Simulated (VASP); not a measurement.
# As (R-3m) in VASP: single point with PBE

Aim: the single point of As with PBE.

Program: VASP 6.6.1. These are calculated values, not measurements. Logs are shortened: lines on timing, memory, paths and dates and some standing lists are left out, and cuts for length are marked.

### Step 1. The cell of the first run

The structure is trigonal, space group R-3m (No. 166). Conventional cell: a = 3.762 Å, b = 3.762 Å, c = 10.542 Å, α = 90.00°, β = 90.00°, γ = 120.00°. As (site symmetry 3m) has 6 As at 2.51 to 3.14 Å within 3.3 Å.

### Step 2. Single point, PBE

INCAR

```
PREC = Accurate ; ENCUT = 500
EDIFF = 1E-6 ; ISMEAR = 0
SIGMA = 0.01 ; LREAL = False
LASPH = True ; NELM = 120
ALGO = Normal ; ISIF = 2
LWAVE = False ; LCHARG = True
GGA = PE ; LELF = True
LVHAR = True ; NBANDS = 12
GGA_COMPAT = False
```

KPOINTS

```
regular mesh
0
Gamma
  4 4 4
```

POSCAR

```
As
1.0
    1.8807968987      1.0858785957      3.5140619945
   -1.8807968987      1.0858785957      3.5140619945
    0.0000000000     -2.1717571915      3.5140619945
As
2
Direct
    0.2260000000      0.2260000000      0.2260000000
    0.7740000000      0.7740000000      0.7740000000
```

Potentials or basis: VASP PAW PBE potentials, release 64 (As).

Launch:

```sh
cat potpaw_PBE.64/As/POTCAR > POTCAR
mpirun -np 1 vasp_std > vasp.out
```

OUTCAR:

```text
PREC = Accurate
   ENCUT = 500
   EDIFF = 1E-6
   ISMEAR = 0
   LREAL = False
   LASPH = True
   NELM = 120
   ISIF = 2
   GGA = PE

 ion  position               nearest neighbor table
   1  0.226  0.226  0.226-   2 2.51   2 2.51   2 2.51
   2  0.774  0.774  0.774-   1 2.51   1 2.51   1 2.51

  LATTYP: Found a trigonal (rhomboedric) cell.
 ALAT       =     4.1310000000
 COS(alpha) =     0.5854247172

  Lattice vectors:

 A1 = (   1.8807968987,   1.0858785957,   3.5140619945)
 A2 = (  -1.8807968987,   1.0858785957,   3.5140619945)
 A3 = (   0.0000000000,  -2.1717571915,   3.5140619945)

Analysis of symmetry for initial positions (statically):
=====================================================================
 Subroutine PRICEL returns:
 Original cell was already a primitive cell.

 Routine SETGRP: Setting up the symmetry group for a
 trigonal (rhombohedral) supercell.

 Subroutine GETGRP returns: Found 12 space group operations
 (whereof 12 operations were pure point group operations)
 out of a pool of 12 trial point group operations.

The static configuration has the point symmetry D_3d.

Analysis of symmetry for dynamics (positions and initial velocities):
=====================================================================
 Subroutine PRICEL returns:
 Original cell was already a primitive cell.

 Routine SETGRP: Setting up the symmetry group for a
 trigonal (rhombohedral) supercell.

 Subroutine GETGRP returns: Found 12 space group operations
 (whereof 12 operations were pure point group operations)
 out of a pool of 12 trial point group operations.

The dynamic configuration has the point symmetry D_3d.

 Subroutine INISYM returns: Found 12 space group operations
 (whereof 12 operations are pure point group operations),
 and found     1 'primitive' translations

----------------------------------------------------------------------------------------

                                     Primitive cell

  volume of cell :      43.0610

  direct lattice vectors                    reciprocal lattice vectors
     1.880796899  1.085878596  3.514061995     0.265844760  0.153485544  0.094856987
    -1.880796899  1.085878596  3.514061995    -0.265844760  0.153485544  0.094856987
     0.000000000 -2.171757191  3.514061995     0.000000000 -0.306971087  0.094856987

  length of vectors
     4.131000000  4.131000000  4.131000000     0.321292852  0.321292852  0.321292852

  position of ions in fractional coordinates (direct lattice)
     0.226000000  0.226000000  0.226000000
     0.774000000  0.774000000  0.774000000

  ion indices of the primitive-cell ions
   primitive index   ion index
                 1           1
                 2           2

----------------------------------------------------------------------------------------

 KPOINTS: regular mesh

Automatic generation of k-mesh.
 Grid dimensions read from file:
 generate k-points for:    4    4    4

 Generating k-lattice:

  Cartesian coordinates                     Fractional coordinates (reciprocal lattice)
     0.066461190  0.038371386  0.023714247     0.250000000  0.000000000 -0.000000000
    -0.066461190  0.038371386  0.023714247     0.000000000  0.250000000 -0.000000000
     0.000000000 -0.076742772  0.023714247    -0.000000000 -0.000000000  0.250000000

  Length of vectors
     0.080323213  0.080323213  0.080323213

  Shift w.r.t. Gamma in fractional coordinates (k-lattice)
     0.000000000  0.000000000  0.000000000

 Subroutine IBZKPT returns following result:
 ===========================================

 Found     13 irreducible k-points:

 Following reciprocal coordinates:
            Coordinates               Weight
  0.000000  0.000000  0.000000      1.000000
  0.250000  0.000000 -0.000000      6.000000
  0.500000  0.000000 -0.000000      3.000000
  0.250000  0.250000 -0.000000      6.000000
  0.500000  0.250000  0.000000     12.000000
 -0.250000  0.250000  0.000000      6.000000
  0.500000  0.500000 -0.000000      3.000000
  0.250000  0.250000  0.250000      2.000000
  0.500000  0.250000  0.250000      6.000000
 -0.250000  0.250000  0.250000      6.000000
  0.500000  0.500000  0.250000      6.000000
 -0.250000  0.500000  0.250000      6.000000
  0.500000  0.500000  0.500000      1.000000
   k-points           NKPTS =     13   k-points in BZ     NKDIM =     13   number of bands    NBANDS=     12
   number of dos      NEDOS =    301   number of ions     NIONS =      2
   total plane-waves  NPLWV =  27000
   dimension x,y,z NGX =    30 NGY =   30 NGZ =   30
   dimension x,y,z NGXF=    60 NGYF=   60 NGZF=   60
   ions per type =               2
   NGX,Y,Z   is equivalent  to a cutoff of  12.07, 12.07, 12.07 a.u.
   NGXF,Y,Z  is equivalent  to a cutoff of  24.15, 24.15, 24.15 a.u.
 SYSTEM =  unknown system
   PREC   = accura    normal or accurate (medium, high low for compatibility)
   ISTART =      0    job   : 0-new  1-cont  2-samecut
   ICHARG =      2    charge: 1-file 2-atom 10-const
   ISPIN  =      1    spin polarized calculation?
   LNONCOLLINEAR =      F non collinear calculations
   LSORBIT =      F    spin-orbit coupling
   LASPH  =      T    aspherical Exc in radial PAW
   ENCUT  =  500.0 eV  36.75 Ry    6.06 a.u.   7.53  7.53  7.53*2*pi/ulx,y,z
   NELM   =    120;   NELMIN=  2; NELMDL= -5     # of ELM steps
   EDIFF  = 0.1E-05   stopping-criterion for ELM
   LREAL  =      F    real-space projection
   EDIFFG = 0.1E-04   stopping-criterion for IOM
   NSW    =      0    number of steps for IOM
   IBRION =     -1    ionic relax: 0-MD 1-quasi-New 2-CG
   NFREE  =      0    steps in history (QN), initial steepest desc. (CG)
   ISIF   =      2    stress and relaxation
   ISYM   =      2    0-nonsym 1-usesym 2-fastsym
   POTIM  = 0.5000    time-step for ionic-motion
   TEBEG  =    0.0;   TEEND  =   0.0 temperature during run
   PSTRESS=    0.0 pullay stress
   NELECT =      10.0000    total number of electrons
   NUPDOWN=      -1.0000    fix difference up-down
   EMIN   =  10.00;   EMAX   =-10.00  energy-range for DOS
   EFERMI =   0.00;   METHOD = LEGACY
   ISMEAR =     0;   SIGMA  =   0.01  broadening in eV -4-tet -1-fermi 0-gaus
   EFERMI_NEDOS =   21; number of points for ismear=-14 and -15
   IALGO  =     38    algorithm
   IMIX   =      4    mixing-type and parameters
     AMIX     =   0.40;   BMIX     =  1.00
     AMIX_MAG =   1.60;   BMIX_MAG =  1.00
  volume/ion in A,a.u.               =      21.53       145.29
  Fermi-wavevector in a.u.,A,eV,Ry     =   1.006268  1.901570 13.776916  1.012575
  Thomas-Fermi vector in A             =   2.138999
   LORBIT       =      0    0 simple, 1 ext, 2 COOP (PROOUT), +10 PAW based schemes
   GGA     = PE    functional components
   LHFCALC =     F    Hartree Fock is set to
   AEXX    =    0.0000 exact exchange contribution
   IVDW    =     0    specifies the selected vdW correction
   LEPSILON=     F    determine dielectric tensor
   LRPA    =     F    only Hartree local field effects (RPA)
 non-spin polarized calculation
 Gauss-broadening in eV      SIGMA  =   0.01
  energy-cutoff  :      500.00
  volume of cell :       43.06
 maximum number of plane-waves:      1111
   NGX = 15   NGY = 15   NGZ = 15

 number of electron      10.0000000 magnetization

 Free energy of the ion-electron system (eV)
  ---------------------------------------------------
  ext. energy  EPLUGINS =         0.00000000
  ---------------------------------------------------
  free energy    TOTEN  =        -9.39190320 eV

  energy without entropy =       -9.39190320  energy(sigma->0) =       -9.39190320

 E-fermi :   5.1210     XC(G=0):  -9.9673

 val. band max:        5.0840769869   @ k =   0.5000   0.0000  -0.0000
 cond. band min:       5.1579365580   @ k =   0.5000   0.0000  -0.0000
 fundamental gap:      0.0738595711
 Fermi energy:         5.1210077292

 k-point     1 :       0.0000    0.0000    0.0000
  band No.  band energies     occupation
      1      -9.5951      2.00000
      2      -0.3332      2.00000
      3       2.9745      2.00000
      4       3.4336      2.00000
      5       3.4336      2.00000
      6       7.0858      0.00000
      7       8.3704      0.00000
      8       8.3704      0.00000
      9      12.3396      0.00000
     10      12.3396      0.00000
     11      12.8347      0.00000
     12      14.2308      0.00000

 k-point     2 :       0.2500    0.0000   -0.0000
  band No.  band energies     occupation
      1      -8.7670      2.00000
      2      -2.6454      2.00000
      3       2.6720      2.00000
      4       2.9580      2.00000
      5       3.9625      2.00000
      6       6.6618      0.00000
      7       7.4340      0.00000
      8       7.6620      0.00000
      9      11.5757      0.00000
     10      12.1409      0.00000
     11      13.1541      0.00000
     12      17.6565      0.00000

 k-point     3 :       0.5000    0.0000   -0.0000
  band No.  band energies     occupation
      1      -6.8703      2.00000
      2      -5.6374      2.00000
      3       2.5979      2.00000
      4       2.6569      2.00000
      5       5.0841      2.00000
      6       5.1579      0.00000
      7       5.8498      0.00000
      8       6.8793      0.00000
      9      14.4404      0.00000
     10      14.5875      0.00000
     11      16.9102      0.00000
     12      17.0857      0.00000

 k-point     4 :       0.2500    0.2500   -0.0000
  band No.  band energies     occupation
      1      -8.6118      2.00000
      2      -2.4392      2.00000
      3       1.2527      2.00000
      4       2.1813      2.00000
      5       3.4610      2.00000
      6       7.4166      0.00000
      7       7.9927      0.00000
      8       9.6834      0.00000
      9      11.3184      0.00000
     10      13.8326      0.00000
     11      14.0519      0.00000
     12      15.9057      0.00000

 k-point     5 :       0.5000    0.2500    0.0000
  band No.  band energies     occupation
      1      -6.9997      2.00000
      2      -4.6877      2.00000
      3       0.1282      2.00000
      4       1.6586      2.00000
      5       2.6420      2.00000
      6       8.2856      0.00000
      7       8.6782      0.00000
      8       9.8656      0.00000
      9      10.9142      0.00000
     10      15.3280      0.00000
     11      16.5109      0.00000
     12      17.6733      0.00000

 k-point     6 :      -0.2500    0.2500    0.0000
  band No.  band energies     occupation
      1      -7.3773      2.00000
      2      -4.4735      2.00000
      3       0.4032      2.00000
      4       3.1419      2.00000
      5       3.2593      2.00000
      6       6.5912      0.00000
      7       6.7982      0.00000
      8       9.9868      0.00000
      9      11.5157      0.00000
     10      14.1762      0.00000
     11      15.5410      0.00000
     12      17.5015      0.00000

 k-point     7 :       0.5000    0.5000   -0.0000
  band No.  band energies     occupation
      1      -6.8293      2.00000
      2      -4.2701      2.00000
      3      -0.5032      2.00000
      4       1.2610      2.00000
      5       1.3246      2.00000
      6       6.9035      0.00000
      7      10.9421      0.00000
      8      12.3769      0.00000
      9      12.7656      0.00000
     10      16.0453      0.00000
     11      17.4341      0.00000
     12      17.4629      0.00000

 k-point     8 :       0.2500    0.2500    0.2500
  band No.  band energies     occupation
      1      -9.0866      2.00000
      2      -2.6836      2.00000
      3       3.5227      2.00000
      4       3.5227      2.00000
      5       4.4055      2.00000
      6       7.2010      0.00000
      7       7.2010      0.00000
      8       7.3204      0.00000
      9      12.0000      0.00000
     10      13.2985      0.00000
     11      13.2985      0.00000
     12      16.7935      0.00000

 k-point     9 :       0.5000    0.2500    0.2500
  band No.  band energies     occupation
      1      -8.0244      2.00000
      2      -3.8528      2.00000
      3       0.2979      2.00000
      4       2.9202      2.00000
      5       4.6747      2.00000
      6       6.8870      0.00000
      7       7.2212      0.00000
      8      10.2524      0.00000
      9      12.4875      0.00000
     10      13.7092      0.00000
     11      14.5659      0.00000
     12      16.5384      0.00000

 k-point    10 :      -0.2500    0.2500    0.2500
  band No.  band energies     occupation
      1      -6.9059      2.00000
      2      -4.9461      2.00000
      3       0.5140      2.00000
      4       1.8432      2.00000
      5       2.6145      2.00000
      6       7.3255      0.00000
      7       8.7019      0.00000
      8       9.3849      0.00000
      9      11.0946      0.00000
     10      16.4760      0.00000
     11      17.5279      0.00000
     12      17.7939      0.00000

 k-point    11 :       0.5000    0.5000    0.2500
  band No.  band energies     occupation
      1      -7.7702      2.00000
      2      -4.0015      2.00000
      3       0.0864      2.00000
      4       2.1439      2.00000
      5       3.3218      2.00000
      6       8.0347      0.00000
      7       8.8151      0.00000
      8      10.2949      0.00000
      9      11.7378      0.00000
     10      15.9718      0.00000
     11      16.2705      0.00000
     12      17.4796      0.00000

 k-point    12 :      -0.2500    0.5000    0.2500
  band No.  band energies     occupation
      1      -6.5060      2.00000
      2      -4.9067      2.00000
      3      -0.2748      2.00000
      4      -0.1560      2.00000
      5       4.2776      2.00000
      6       6.7645      0.00000
      7      10.6478      0.00000
      8      10.6835      0.00000
      9      12.5232      0.00000
     10      13.0047      0.00000
     11      17.6177      0.00000
     12      17.8990      0.00000

 k-point    13 :       0.5000    0.5000    0.5000
  band No.  band energies     occupation
      1      -8.3232      2.00000
      2      -4.5087      2.00000
      3       3.6851      2.00000
      4       3.6851      2.00000
      5       4.8596      2.00000
      6       6.2465      0.00000
      7       6.2465      0.00000
      8       7.3111      0.00000
      9      13.4857      0.00000
     10      15.8573      0.00000
     11      15.8573      0.00000
     12      17.1360      0.00000

------------------------ aborting loop because EDIFF is reached ----------------------------------------

  FORCE on cell =-STRESS in cart. coord.  units (eV):
  Direction    XX          YY          ZZ          XY          YZ          ZX
  --------------------------------------------------------------------------------------
  -------------------------------------------------------------------------------------
  Total        1.4163275      1.4163275      0.4620229     -0.0000000     -0.0000000      0.0000000
  in kB       52.6975493     52.6975493     17.1905692     -0.0000000     -0.0000000      0.0000000
  external PRESSURE =      40.8618893 kB  Pullay stress =       0.0000000 kB

 VOLUME and BASIS-vectors are now :
 -----------------------------------------------------------------------------
  energy-cutoff  :      500.00
  volume of cell :       43.06
      direct lattice vectors                 reciprocal lattice vectors
     1.880796899  1.085878596  3.514061995     0.265844760  0.153485544  0.094856987
    -1.880796899  1.085878596  3.514061995    -0.265844760  0.153485544  0.094856987
     0.000000000 -2.171757191  3.514061995     0.000000000 -0.306971087  0.094856987

 POSITION                                       TOTAL-FORCE (eV/Angst)
 -----------------------------------------------------------------------------------
      0.00000     -0.00000      2.38253         0.000000     -0.000000      0.161192
      0.00000     -0.00000      8.15965         0.000000      0.000000     -0.161192
 -----------------------------------------------------------------------------------
    total drift:                                0.000000     -0.000000      0.000000

  FREE ENERGIE OF THE ION-ELECTRON SYSTEM (eV)
  ---------------------------------------------------
  free  energy   TOTEN  =        -9.3919032041 eV

  energy  without entropy=       -9.3919032035  energy(sigma->0) =       -9.39190320
```

Wall time 7.6 s (1 thread of AMD EPYC 9R45 (Zen 5), shared host); peak memory 0.12 GiB.

What came out:

```
Free energy            : -9.3919 eV
Pressure               : 4.1 GPa
Largest force          : 0.161 eV/Å
Band gap on the k mesh : 0.07 eV, direct
```

Forces in eV/Å, atoms in the order of the input:
```
As   0.000  0.000  0.161
As   0.000  0.000 -0.161
```

Stress tensor (GPa, compression positive):
```
5.27 0.00 0.00
0.00 5.27 0.00
0.00 0.00 1.72
```

Levels at points of the mesh, in eV from the valence-band top:
```tsv
k point	band 1	band 2	band 3	band 4	band 5	band 6	band 7	band 8	band 9	band 10
(0.00, 0.00, 0.00)	-14.68	-5.42	-2.11	-1.65	-1.65	2.00	3.29	3.29	7.26	7.26
(0.50, 0.00, 0.00)	-11.95	-10.72	-2.49	-2.43	0.00	0.07	0.77	1.80	9.36	9.50
(0.50, 0.50, 0.00)	-11.91	-9.35	-5.59	-3.82	-3.76	1.82	5.86	7.29	7.68	10.96
(0.50, 0.50, 0.50)	-13.41	-9.59	-1.40	-1.40	-0.22	1.16	1.16	2.23	8.40	10.77
```

Caveat: the k points lie up to 0.50 Å⁻¹ apart.
